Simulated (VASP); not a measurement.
# NaF (P6_3/mmc) in VASP: G0W0 quasiparticle levels with PBE

Aim: the G0W0 quasiparticle levels of NaF with PBE.

All numbers are computed with VASP 6.6.1; they aren't measurements. Logs are shortened: lines on timing, memory, paths and dates and some standing lists are left out, and cuts for length are marked.

## (1) The cell of the first run

The structure is hexagonal, space group P6_3/mmc (No. 194). The conventional cell has a = 3.868 Å, b = 3.868 Å, c = 4.551 Å, α = 90.00°, β = 90.00°, γ = 120.00°. Within 3.0 Å of Na (site symmetry -6m2) lie 5 F at 2.23 to 2.28 Å. Within 3.0 Å of F (site symmetry -6m2) lie 5 Na at 2.23 to 2.28 Å.

## (2) G0W0 quasiparticle levels, PBE

Contents of POSCAR:

```
NaF
1.0
    3.8680646418      0.0000000000      0.0000000000
   -1.9340323209      3.3498422433      0.0000000000
    0.0000000000      0.0000000000      4.5513806497
Na F
2 2
Direct
    0.3333333333      0.6666666667     -0.0625000000
    0.6666666667      0.3333333333      0.4375000000
    0.3333333333      0.6666666667      0.4375000000
    0.6666666667      0.3333333333      0.9375000000
```

Contents of INCAR.step1:

```
SYSTEM = NaF
  ALGO = Normal
  EDIFF = 1E-8
  ENCUT = 500
  GGA = PE
  ISMEAR = 0
  LASPH = .True.
  LCHARG = .False.
  LREAL = .False.
  LWAVE = .True.
  NELM = 80
  PREC = Accurate
  SIGMA = 0.01
```

Contents of INCAR.step2:

```
SYSTEM = NaF
  ALGO = Exact
  EDIFF = 1E-8
  ENCUT = 500
  GGA = PE
  ISMEAR = 0
  ISTART = 1
  LASPH = .True.
  LCHARG = .False.
  LOPTICS = .True.
  LREAL = .False.
  LWAVE = .True.
  NBANDS = 111
  NELM = 1
  PREC = Accurate
  SIGMA = 0.01
```

Contents of INCAR.step3:

```
SYSTEM = NaF
  ALGO = EVGW0
  EDIFF = 1E-8
  ENCUT = 500
  ENCUTGW = 80.0
  GGA = PE
  ISMEAR = 0
  ISTART = 1
  LASPH = .True.
  LCHARG = .False.
  LREAL = .False.
  LWAVE = .False.
  NBANDS = 111
  NBANDSGW = 24
  NELMGW = 1
  NOMEGA = 96
  OMEGAMAX = 20
  PREC = Accurate
  PRECFOCK = Fast
  SIGMA = 0.01
```

Contents of KPOINTS:

```
k-points
0
Gamma
  6 6 4
  0 0 0
```

Potentials or basis: VASP PAW PBE potentials, release 64 (Na_sv_GW, F_GW).

On the command line:

```
$ cat potpaw_PBE.64/Na_sv_GW/POTCAR potpaw_PBE.64/F_GW/POTCAR > POTCAR
$ cp INCAR.step1 INCAR
$ mpirun -np 1 vasp_std > vasp.out
$ cp INCAR.step2 INCAR
$ mpirun -np 1 vasp_std > vasp.out
$ cp INCAR.step3 INCAR
$ mpirun -np 1 vasp_std > vasp.out
```

OUTCAR:

```text
SYSTEM = NaF
   EDIFF = 1E-8
   ENCUT = 500
   ENCUTGW = 80.0
   GGA = PE
   ISMEAR = 0
   ISTART = 1
   LASPH = .True.
   LREAL = .False.
   NELMGW = 1
   PREC = Accurate
   PRECFOCK = Fast

 ion  position               nearest neighbor table
   1  0.333  0.667  0.938-   4 2.23   4 2.23   4 2.23   3 2.28   3 2.28
   2  0.667  0.333  0.438-   3 2.23   3 2.23   3 2.23   4 2.28   4 2.28
   3  0.333  0.667  0.438-   2 2.23   2 2.23   2 2.23   1 2.28   1 2.28
   4  0.667  0.333  0.938-   1 2.23   1 2.23   1 2.23   2 2.28   2 2.28

  LATTYP: Found a hexagonal cell.
 ALAT       =     3.8680646418
 C/A-ratio  =     1.1766557881

  Lattice vectors:

 A1 = (   3.8680646418,   0.0000000000,   0.0000000000)
 A2 = (  -1.9340323209,   3.3498422433,   0.0000000000)
 A3 = (   0.0000000000,   0.0000000000,   4.5513806497)

Analysis of symmetry for initial positions (statically):
=====================================================================
 Subroutine PRICEL returns:
 Original cell was already a primitive cell.

 Routine SETGRP: Setting up the symmetry group for a
 hexagonal supercell.

 Subroutine GETGRP returns: Found 24 space group operations
 (whereof  6 operations were pure point group operations)
 out of a pool of 24 trial point group operations.

The static configuration has the point symmetry C_3v.
 The point group associated with its full space group is D_6h.

Analysis of symmetry for dynamics (positions and initial velocities):
=====================================================================
 Subroutine PRICEL returns:
 Original cell was already a primitive cell.

 Routine SETGRP: Setting up the symmetry group for a
 hexagonal supercell.

 Subroutine GETGRP returns: Found 24 space group operations
 (whereof  6 operations were pure point group operations)
 out of a pool of 24 trial point group operations.

The dynamic configuration has the point symmetry C_3v.
 The point group associated with its full space group is D_6h.

 Subroutine INISYM returns: Found 24 space group operations
 (whereof  6 operations are pure point group operations),
 and found     1 'primitive' translations

----------------------------------------------------------------------------------------

                                     Primitive cell

  volume of cell :      58.9741

  direct lattice vectors                    reciprocal lattice vectors
     3.868064642  0.000000000  0.000000000     0.258527220  0.149260760  0.000000000
    -1.934032321  3.349842243  0.000000000     0.000000000  0.298521521  0.000000000
     0.000000000  0.000000000  4.551380650     0.000000000  0.000000000  0.219713550

  length of vectors
     3.868064642  3.868064642  4.551380650     0.298521521  0.298521521  0.219713550

  position of ions in fractional coordinates (direct lattice)
     0.333333333  0.666666667  0.937500000
     0.666666667  0.333333333  0.437500000
     0.333333333  0.666666667  0.437500000
     0.666666667  0.333333333  0.937500000

  ion indices of the primitive-cell ions
   primitive index   ion index
                 1           1
                 2           2
                 3           3
                 4           4

----------------------------------------------------------------------------------------

 KPOINTS: k-points

Automatic generation of k-mesh.
 Grid dimensions read from file:
 generate k-points for:    6    6    4

 Generating k-lattice:

  Cartesian coordinates                     Fractional coordinates (reciprocal lattice)
     0.043087870  0.024876793  0.000000000     0.166666667  0.000000000  0.000000000
     0.000000000  0.049753587  0.000000000     0.000000000  0.166666667  0.000000000
     0.000000000  0.000000000  0.054928388     0.000000000  0.000000000  0.250000000

  Length of vectors
     0.049753587  0.049753587  0.054928388

  Shift w.r.t. Gamma in fractional coordinates (k-lattice)
     0.000000000  0.000000000  0.000000000

 Subroutine IBZKPT returns following result:
 ===========================================

 Found     21 irreducible k-points:

 Following reciprocal coordinates:
            Coordinates               Weight
  0.000000  0.000000  0.000000      1.000000
  0.166667  0.000000  0.000000      6.000000
  0.333333  0.000000  0.000000      6.000000
  0.500000  0.000000  0.000000      3.000000
  0.166667  0.166667  0.000000      6.000000
  0.333333  0.166667  0.000000     12.000000
[... 13 lines left out ...]
  0.333333  0.166667  0.500000     12.000000
  0.333333  0.333333  0.500000      2.000000
   k-points           NKPTS =     21   k-points in BZ     NKDIM =    144   number of bands    NBANDS=    111
   number of dos      NEDOS =    301   number of ions     NIONS =      4
   total plane-waves  NPLWV =  28224
   dimension x,y,z NGX =    28 NGY =   28 NGZ =   36
   dimension x,y,z NGXF=    56 NGYF=   56 NGZF=   72
   ions per type =               2   2
   NGX,Y,Z   is equivalent  to a cutoff of  12.03, 12.03, 13.15 a.u.
   NGXF,Y,Z  is equivalent  to a cutoff of  24.07, 24.07, 26.30 a.u.
 SYSTEM =  NaF
   PREC   = accura    normal or accurate (medium, high low for compatibility)
   ISTART =      1    job   : 0-new  1-cont  2-samecut
   ICHARG =      0    charge: 1-file 2-atom 10-const
   ISPIN  =      1    spin polarized calculation?
   LNONCOLLINEAR =      F non collinear calculations
   LSORBIT =      F    spin-orbit coupling
   LASPH  =      T    aspherical Exc in radial PAW
   ENCUT  =  500.0 eV  36.75 Ry    6.06 a.u.   7.05  7.05  8.30*2*pi/ulx,y,z
   NELM   =     60;   NELMIN=  2; NELMDL=  0     # of ELM steps
   EDIFF  = 0.1E-07   stopping-criterion for ELM
   LREAL  =      F    real-space projection
   EDIFFG = 0.1E-06   stopping-criterion for IOM
   NSW    =      0    number of steps for IOM
   IBRION =     -1    ionic relax: 0-MD 1-quasi-New 2-CG
   NFREE  =      0    steps in history (QN), initial steepest desc. (CG)
   ISIF   =      0    stress and relaxation
   ISYM   =      3    0-nonsym 1-usesym 2-fastsym
   POTIM  = 0.5000    time-step for ionic-motion
   TEBEG  =    0.0;   TEEND  =   0.0 temperature during run
   PSTRESS=    0.0 pullay stress
   NELECT =      32.0000    total number of electrons
   NUPDOWN=      -1.0000    fix difference up-down
   EMIN   =  10.00;   EMAX   =-10.00  energy-range for DOS
   EFERMI =   0.00;   METHOD = LEGACY
   ISMEAR =     0;   SIGMA  =   0.01  broadening in eV -4-tet -1-fermi 0-gaus
   EFERMI_NEDOS =   21; number of points for ismear=-14 and -15
   IALGO  =     38    algorithm
   IMIX   =      4    mixing-type and parameters
     AMIX     =   0.40;   BMIX     =  1.00
     AMIX_MAG =   1.60;   BMIX_MAG =  1.00
  volume/ion in A,a.u.               =      14.74        99.49
  Fermi-wavevector in a.u.,A,eV,Ry     =   1.335276  2.523306 24.258675  1.782962
  Thomas-Fermi vector in A             =   2.463993
   LORBIT       =      0    0 simple, 1 ext, 2 COOP (PROOUT), +10 PAW based schemes
   GGA     = PE    functional components
   LHFCALC =     T    Hartree Fock is set to
   PRECFOCK=fast      Normal, Fast or Accurate (Low or Medium for compatibility)
   ENCUT4O =  -1.0   cutoff for four orbital integrals eV
   NKREDX  =     1    reduce k-point grid by
   NKREDY  =     1    reduce k-point grid by
   NKREDZ  =     1    reduce k-point grid by
   AEXX    =    1.0000 exact exchange contribution
   HFSCREEN=    0.0000 screening length (either q_TF or 0.3 A-1)
   HFSCREENC=   0.0000 screening length for correlation (either q_TF or 0.3 A-1)
   ENCUTFOCK=  -1.0 apply spherical cutoff to Coloumb kernel
   IVDW    =     0    specifies the selected vdW correction
   LEPSILON=     F    determine dielectric tensor
   LRPA    =     F    only Hartree local field effects (RPA)
   LRPAFORCE           =     F    calculate RPA forces
   ENCUTGW             =  80.0    cutoff for response function in eV
   ENCUTGWSOFT         =  64.0    soft cutoff for Coulomb kernel in GW response function in eV
   ENCUTLF             =  -1.0    cutoff for local field effects
   NELMGW              =     1    number of iterations in solving QP/BSE equation
   NELMHF              =     1    number of iterations in the inner HF iteration
   NKREDLFX            =     1    NKREDLFY  =   1   NKREDLFZ  =   1
 non-spin polarized calculation
 Gauss-broadening in eV      SIGMA  =   0.01
  energy-cutoff  :      500.00
  volume of cell :       58.97
 maximum number of plane-waves:      1521
  NGX = 16; NGY = 16; NGZ = 18
   NGX = 15   NGY = 15   NGZ = 17
 maximum number of plane-waves:       102
 NGX is ok and might be reduce to    14

 QP shifts <psi_nk| G(iteration)W_0 |psi_nk>: iteration 1
 for sc-GW calculations column KS-energies equals QP-energies in previous step
 and V_xc(KS)=  KS-energies - (<T + V_ion + V_H > + <T+V_H+V_ion>^1  + <V_x>^1)

 k-point   1 :       0.0000    0.0000    0.0000
  band No.  KS-energies  QP-energies   sigma(KS)   V_xc(KS)     V^pw_x(r,r')   Z            occupation Imag(sigma)

      1     -49.6516     -62.0072     -43.6790     -29.2551     -49.1222       0.8566       2.0000       0.3365
      2     -49.6333     -62.0435     -43.7160     -29.2885     -49.1589       0.8602       2.0000       0.3317
      3     -21.6825     -27.2606     -29.3703     -22.8142     -36.9097       0.8508       2.0000       0.9807
      4     -21.6700     -29.2419     -36.8366     -28.0703     -41.1274       0.8637       2.0000       0.0732
      5     -21.6228     -29.1783     -36.9908     -28.2272     -41.2701       0.8621       2.0000       0.0550
      6     -21.6228     -29.1783     -36.9908     -28.2272     -41.2701       0.8621       2.0000       0.0550
[... 16 lines left out ...]
     23      15.6353      17.9473      -7.7424     -10.4064      -4.7657       0.8679       0.0000      -0.0943
     24      15.9241      17.4792      -5.1959      -6.9304      -2.2969       0.8966       0.0000      -0.2127

 k-point   2 :       0.1667    0.0000    0.0000
  band No.  KS-energies  QP-energies   sigma(KS)   V_xc(KS)     V^pw_x(r,r')   Z            occupation Imag(sigma)

      1     -49.6502     -62.0094     -43.6822     -29.2577     -49.1251       0.8568       2.0000       0.3356
      2     -49.6340     -62.0413     -43.7146     -29.2873     -49.1574       0.8600       2.0000       0.3314
      3     -21.9178     -28.2644     -32.4005     -24.8794     -38.5671       0.8438       2.0000       0.5827
      4     -21.8472     -28.5373     -34.0067     -26.0406     -39.5076       0.8398       2.0000       0.3909
      5     -21.6610     -29.2354     -36.8589     -28.0927     -41.1511       0.8641       2.0000       0.0718
      6     -21.6278     -29.1856     -36.9762     -28.2126     -41.2546       0.8624       2.0000       0.0566
[... 16 lines left out ...]
     23      14.9124      16.6927      -5.4400      -7.4724      -2.5705       0.8760       0.0000      -0.0708
     24      15.1354      16.8237      -4.8270      -6.7441      -1.9643       0.8806       0.0000      -0.0644
[... 502 lines left out ...]
     23      16.2869      18.2073      -5.8905      -8.0828      -2.9623       0.8760       0.0000      -0.1064
     24      16.2869      18.2073      -5.8905      -8.0828      -2.9623       0.8760       0.0000      -0.1064

 k-point  21 :       0.3333    0.3333    0.5000
  band No.  KS-energies  QP-energies   sigma(KS)   V_xc(KS)     V^pw_x(r,r')   Z            occupation Imag(sigma)

      1     -49.6409     -62.0287     -43.7011     -29.2752     -49.1435       0.8587       2.0000       0.3308
      2     -49.6409     -62.0287     -43.7011     -29.2752     -49.1435       0.8587       2.0000       0.3308
      3     -22.3833     -28.7807     -32.7168     -24.9482     -38.5924       0.8235       2.0000       0.4779
      4     -22.3833     -28.7807     -32.7168     -24.9482     -38.5924       0.8235       2.0000       0.4779
      5     -21.6177     -29.1792     -36.9843     -28.2219     -41.2632       0.8629       2.0000       0.0590
      6     -21.6177     -29.1792     -36.9843     -28.2219     -41.2632       0.8629       2.0000       0.0590
[... 16 lines left out ...]
     23      17.4451      19.1521      -4.9469      -6.8844      -2.0371       0.8810       0.0000      -0.1190
     24      17.4451      19.1521      -4.9469      -6.8844      -2.0371       0.8810       0.0000      -0.1190
```

It took 14 min on 1 thread of Intel Xeon Platinum 8559C (Emerald Rapids), shared host; peak memory 1.1 GiB.

Results:

```
Quasiparticle gap                                   : 9.79 eV
Least direct quasiparticle gap                      : 9.79 eV
Band gap of the starting levels on the mesh         : 5.69 eV
Least direct gap of the starting levels on the mesh : 5.69 eV
```

Caveat: bands, screening cutoff and mesh are small and nothing is extrapolated, so the quasiparticle values aren't converged; the structure was generated, so it needn't be the stable form of NaF.
